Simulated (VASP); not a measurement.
# Ge3Cl (Fm-3m) in VASP: notebook, part 2 of 2

VASP 6.6.1. The steps go on from the part before.

**5. Relaxation of cell and atoms, PBE**

This run uses another cell than the first one, of 26.92 Å³/atom, 1.362 times its volume.

File INCAR:

```
SYSTEM = Ge3Cl
ALGO     = Normal         ! electronic algorithm
EDIFF    = 1E-6           ! SCF threshold, eV
EDIFFG   = -0.04          ! ionic threshold
ENCUT    = 600            ! plane-wave cutoff, eV
GGA      = PE             ! functional
IBRION   = 2              ! ionic algorithm
ISIF     = 3              ! what is computed and relaxed
ISMEAR   = 0              ! smearing method
LASPH    = .TRUE.         ! aspherical terms in the spheres
LCHARG   = .FALSE.        ! write CHGCAR
LREAL    = .FALSE.        ! projectors in reciprocal space
LWAVE    = .FALSE.        ! write WAVECAR
NELM     = 100            ! most SCF steps
NSW      = 90             ! ionic steps
PREC     = Accurate       ! precision mode
SIGMA    = 0.1            ! smearing width, eV
```

File KPOINTS:

```
k-points
0
G
  4 4 4
  0 0 0
```

File POSCAR:

```
Ge3Cl
1.0
    0.0000000000      3.7761090600      3.7761090600
    3.7761090600      0.0000000000      3.7761090600
    3.7761090600      3.7761090600      0.0000000000
Ge Cl
3 1
Direct
    0.5000000000      0.5000000000      0.5000000000
    0.2500000000      0.2500000000      0.2500000000
    0.7500000000      0.7500000000      0.7500000000
    0.0000000000      0.0000000000      0.0000000000
```

Potentials or basis: VASP PAW PBE potentials, release 64 (Ge_d, Cl).

Command:

```console
$ cat potpaw_PBE.64/Ge_d/POTCAR potpaw_PBE.64/Cl/POTCAR > POTCAR
$ mpirun -np 1 vasp_std > vasp.out
```

OUTCAR:

```text
SYSTEM = Ge3Cl
   EDIFF = 1E-6
   EDIFFG = -0.04
   ENCUT = 600
   GGA = PE
   IBRION = 2
   ISIF = 3
   ISMEAR = 0
   LASPH = .TRUE.
   LREAL = .FALSE.
   NELM = 100
   NSW = 90
   PREC = Accurate

 ion  position               nearest neighbor table
   1  0.500  0.500  0.500-
   2  0.250  0.250  0.250-
   3  0.750  0.750  0.750-
   4  0.000  0.000  0.000-

  LATTYP: Found a face centered cubic cell.
 ALAT       =     7.5522181200

  Lattice vectors:

 A1 = (   0.0000000000,   3.7761090600,   3.7761090600)
 A2 = (   3.7761090600,   0.0000000000,   3.7761090600)
 A3 = (   3.7761090600,   3.7761090600,   0.0000000000)

Analysis of symmetry for initial positions (statically):
=====================================================================
 Subroutine PRICEL returns:
 Original cell was already a primitive cell.

 Routine SETGRP: Setting up the symmetry group for a
 face centered cubic supercell.

 Subroutine GETGRP returns: Found 48 space group operations
 (whereof 48 operations were pure point group operations)
 out of a pool of 48 trial point group operations.

The static configuration has the point symmetry O_h .

Analysis of symmetry for dynamics (positions and initial velocities):
=====================================================================
 Subroutine PRICEL returns:
 Original cell was already a primitive cell.

 Routine SETGRP: Setting up the symmetry group for a
 face centered cubic supercell.

 Subroutine GETGRP returns: Found 48 space group operations
 (whereof 48 operations were pure point group operations)
 out of a pool of 48 trial point group operations.

The dynamic configuration has the point symmetry O_h .

 Subroutine INISYM returns: Found 48 space group operations
 (whereof 48 operations are pure point group operations),
 and found     1 'primitive' translations

----------------------------------------------------------------------------------------

                                     Primitive cell

  volume of cell :     107.6871

  direct lattice vectors                    reciprocal lattice vectors
     0.000000000  3.776109060  3.776109060    -0.132411430  0.132411430  0.132411430
     3.776109060  0.000000000  3.776109060     0.132411430 -0.132411430  0.132411430
     3.776109060  3.776109060  0.000000000     0.132411430  0.132411430 -0.132411430

  length of vectors
     5.340224646  5.340224646  5.340224646     0.229343324  0.229343324  0.229343324

  position of ions in fractional coordinates (direct lattice)
     0.500000000  0.500000000  0.500000000
     0.250000000  0.250000000  0.250000000
     0.750000000  0.750000000  0.750000000
     0.000000000  0.000000000  0.000000000

  ion indices of the primitive-cell ions
   primitive index   ion index
                 1           1
                 2           2
                 3           3
                 4           4

----------------------------------------------------------------------------------------

 KPOINTS: k-points

Automatic generation of k-mesh.
 Grid dimensions read from file:
 generate k-points for:    4    4    4

 Generating k-lattice:

  Cartesian coordinates                     Fractional coordinates (reciprocal lattice)
    -0.033102857  0.033102857  0.033102857     0.250000000  0.000000000  0.000000000
     0.033102857 -0.033102857  0.033102857     0.000000000  0.250000000  0.000000000
     0.033102857  0.033102857 -0.033102857     0.000000000  0.000000000  0.250000000

  Length of vectors
     0.057335831  0.057335831  0.057335831

  Shift w.r.t. Gamma in fractional coordinates (k-lattice)
     0.000000000  0.000000000  0.000000000

 Subroutine IBZKPT returns following result:
 ===========================================

 Found      8 irreducible k-points:

 Following reciprocal coordinates:
            Coordinates               Weight
  0.000000  0.000000  0.000000      1.000000
  0.250000  0.000000  0.000000      8.000000
  0.500000  0.000000  0.000000      4.000000
  0.250000  0.250000  0.000000      6.000000
  0.500000  0.250000  0.000000     24.000000
 -0.250000  0.250000  0.000000     12.000000
  0.500000  0.500000  0.000000      3.000000
 -0.250000  0.500000  0.250000      6.000000
   k-points           NKPTS =      8   k-points in BZ     NKDIM =      8   number of bands    NBANDS=     29
   number of dos      NEDOS =    301   number of ions     NIONS =      4
   total plane-waves  NPLWV = 110592
   dimension x,y,z NGX =    48 NGY =   48 NGZ =   48
   dimension x,y,z NGXF=    96 NGYF=   96 NGZF=   96
   ions per type =               3   1
   NGX,Y,Z   is equivalent  to a cutoff of  14.94, 14.94, 14.94 a.u.
   NGXF,Y,Z  is equivalent  to a cutoff of  29.89, 29.89, 29.89 a.u.
 SYSTEM =  Ge3Cl
   PREC   = accura    normal or accurate (medium, high low for compatibility)
   ISTART =      0    job   : 0-new  1-cont  2-samecut
   ICHARG =      2    charge: 1-file 2-atom 10-const
   ISPIN  =      1    spin polarized calculation?
   LNONCOLLINEAR =      F non collinear calculations
   LSORBIT =      F    spin-orbit coupling
   LASPH  =      T    aspherical Exc in radial PAW
   ENCUT  =  600.0 eV  44.10 Ry    6.64 a.u.  10.67 10.67 10.67*2*pi/ulx,y,z
   NELM   =    100;   NELMIN=  2; NELMDL= -5     # of ELM steps
   EDIFF  = 0.1E-05   stopping-criterion for ELM
   LREAL  =      F    real-space projection
   EDIFFG = -.4E-01   stopping-criterion for IOM
   NSW    =     90    number of steps for IOM
   IBRION =      2    ionic relax: 0-MD 1-quasi-New 2-CG
   NFREE  =      1    steps in history (QN), initial steepest desc. (CG)
   ISIF   =      3    stress and relaxation
   ISYM   =      2    0-nonsym 1-usesym 2-fastsym
   POTIM  = 0.5000    time-step for ionic-motion
   TEBEG  =    0.0;   TEEND  =   0.0 temperature during run
   PSTRESS=    0.0 pullay stress
   NELECT =      49.0000    total number of electrons
   NUPDOWN=      -1.0000    fix difference up-down
   EMIN   =  10.00;   EMAX   =-10.00  energy-range for DOS
   EFERMI =   0.00;   METHOD = LEGACY
   ISMEAR =     0;   SIGMA  =   0.10  broadening in eV -4-tet -1-fermi 0-gaus
   EFERMI_NEDOS =   21; number of points for ismear=-14 and -15
   IALGO  =     38    algorithm
   IMIX   =      4    mixing-type and parameters
     AMIX     =   0.40;   BMIX     =  1.00
     AMIX_MAG =   1.60;   BMIX_MAG =  1.00
  volume/ion in A,a.u.               =      26.92       181.68
  Fermi-wavevector in a.u.,A,eV,Ry     =   1.259174  2.379493 21.572289  1.585519
  Thomas-Fermi vector in A             =   2.392747
   LORBIT       =      0    0 simple, 1 ext, 2 COOP (PROOUT), +10 PAW based schemes
   GGA     = PE    functional components
   LHFCALC =     F    Hartree Fock is set to
   AEXX    =    0.0000 exact exchange contribution
   IVDW    =     0    specifies the selected vdW correction
   LEPSILON=     F    determine dielectric tensor
   LRPA    =     F    only Hartree local field effects (RPA)
 conjugate gradient relaxation of ions
 non-spin polarized calculation
 Gauss-broadening in eV      SIGMA  =   0.10
  energy-cutoff  :      600.00
  volume of cell :      107.69
 maximum number of plane-waves:      3647
 NGX is ok and might be reduce to    48
   NGX = 21   NGY = 21   NGZ = 21

--------------------------------------- Ionic step        1  -------------------------------------------

 number of electron      48.9999989 magnetization

 Free energy of the ion-electron system (eV)
  ---------------------------------------------------
  ext. energy  EPLUGINS =         0.00000000
  ---------------------------------------------------
  free energy    TOTEN  =       -13.44100214 eV

  energy without entropy =      -13.42381283  energy(sigma->0) =      -13.43240748

 E-fermi :   3.0987     XC(G=0):  -9.3216

 val. band max:        3.0727572770   @ k =  -0.2500   0.5000   0.2500
 cond. band min:       3.1426947201   @ k =   0.2500   0.2500   0.0000
 fundamental gap:      0.0699374430
 Fermi energy:         3.0986974939

 k-point     1 :       0.0000    0.0000    0.0000
  band No.  band energies     occupation
      1     -22.1336      2.00000
      2     -22.1336      2.00000
      3     -22.1283      2.00000
      4     -22.1283      2.00000
      5     -22.1283      2.00000
      6     -22.1241      2.00000
[... 356 lines left out ...]
  energy  without entropy=      -14.2162186234  energy(sigma->0) =      -14.23306897

--------------------------------------- Ionic step        4  -------------------------------------------

 number of electron      49.0000000 magnetization

 Free energy of the ion-electron system (eV)
  ---------------------------------------------------
  ext. energy  EPLUGINS =         0.00000000
  ---------------------------------------------------
  free energy    TOTEN  =       -14.25495860 eV

  energy without entropy =      -14.21641125  energy(sigma->0) =      -14.23568492

 E-fermi :   5.7379     XC(G=0): -10.6609

 val. band max:        5.7344203233   @ k =  -0.2500   0.2500   0.0000
 cond. band min:       5.7645573450   @ k =   0.5000   0.0000   0.0000
 fundamental gap:      0.0301370217
 Fermi energy:         5.7379440398

 k-point     1 :       0.0000    0.0000    0.0000
  band No.  band energies     occupation
      1     -19.3048      2.00000
      2     -19.3048      2.00000
      3     -19.2936      2.00000
      4     -19.2936      2.00000
      5     -19.2936      2.00000
      6     -19.2805      2.00000
[... 276 lines left out ...]
  FREE ENERGIE OF THE ION-ELECTRON SYSTEM (eV)
  ---------------------------------------------------
  free  energy   TOTEN  =       -14.2549585962 eV

  energy  without entropy=      -14.2164112515  energy(sigma->0) =      -14.23568492

 reached required accuracy - stopping structural energy minimisation
```

Wall time 2.4 min (1 thread of Intel Xeon 6975P-C, shared host); peak memory 0.34 GiB.

What came out:

```yaml
Free_energy: -14.2550 eV
Relaxed_volume: 20.21 Å³/atom
Relaxed_cell: a = 4.853 Å, b = 4.853 Å, c = 4.853 Å, α = 60.00°, β = 60.00°, γ = 60.00°
Space_group_after_relaxing_to_0.05_Å: Fm-3m (No. 225)
Energy_gained_by_relaxing: 203.5 meV/atom
Ionic_steps: 4
Pressure_after_relaxing: -0.1 GPa
```

The path:
| step | energy change (eV) | largest force (eV/Å) | pressure (GPa) | volume (Å³) |
| --- | --- | --- | --- | --- |
| 1 | 0.0000 | 0.0000 | -7.96 | 107.69 |
| 2 | -0.7396 | 0.0000 | -3.21 | 88.16 |
| 3 | -0.8089 | 0.0000 | -0.84 | 82.60 |
| 4 | -0.8140 | 0.0000 | -0.10 | 80.84 |

Final structure:
```
Ge Cl
1.0
     0.00000    3.43182    3.43182
     3.43182    0.00000    3.43182
     3.43182    3.43182    0.00000
Ge Cl
3 1
Direct
  0.50000 0.50000 0.50000
  0.25000 0.25000 0.25000
  0.75000 0.75000 0.75000
  0.00000 0.00000 0.00000
```

Levels at points of the mesh, in eV from the Fermi level:
```
           k point  band 21  band 22  band 23  band 24  band 25  band 26  band 27  band 28
(0.00, 0.00, 0.00)    -4.41    -3.88    -1.48    -1.48    -1.48    -0.66    -0.66    -0.66
(0.50, 0.00, 0.00)    -4.75    -2.64    -2.37    -2.37     0.03     1.51     1.51     3.60
(0.50, 0.50, 0.00)    -5.80    -2.28    -0.76    -0.76     0.58     2.78     2.78     3.17
```

Caveat: the k points lie up to 0.40 Å⁻¹ apart in the final cell; the volume moved by over 15 % at a fixed basis, so the end points are rough; an odd number of electrons without spin polarisation forces a metal; a magnetic or distorted state may lie lower.

**6. Overview**

| task | cell | k mesh | cutoff (eV) | gap on the mesh (eV) | pressure (GPa) |
| --- | --- | --- | --- | --- | --- |
| single point | a = 4.817 Å, angles 60.0°, 4 atoms | 12 × 12 × 12 | 520 | none | 0.0 |
| single point | a = 4.843 Å, angles 60.0°, 4 atoms | 4 × 4 × 4 | 520 | none | 0.1 |
| single point | a = 5.340 Å, angles 60.0°, 4 atoms | 4 × 4 × 4 | 520 | none | -8.0 |
| relaxation of cell and atoms | relaxed from a = 5.340 Å, angles 60.0°, 4 atoms | 4 × 4 × 4 | 600 | none | -0.1 |

Alike in all rows: level PBE; potentials or basis VASP PAW PBE potentials, release 64 (Ge_d, Cl); no spin polarisation; smearing gaussian 0.1 eV.

Caveats: some runs use coarse meshes; an odd number of electrons without spin polarisation forces a metal; a magnetic or distorted state may lie lower; the volume moved by over 15 % at a fixed basis, so the end points are rough (some runs).

Absolute energies hang on the potentials; compare differences alone.
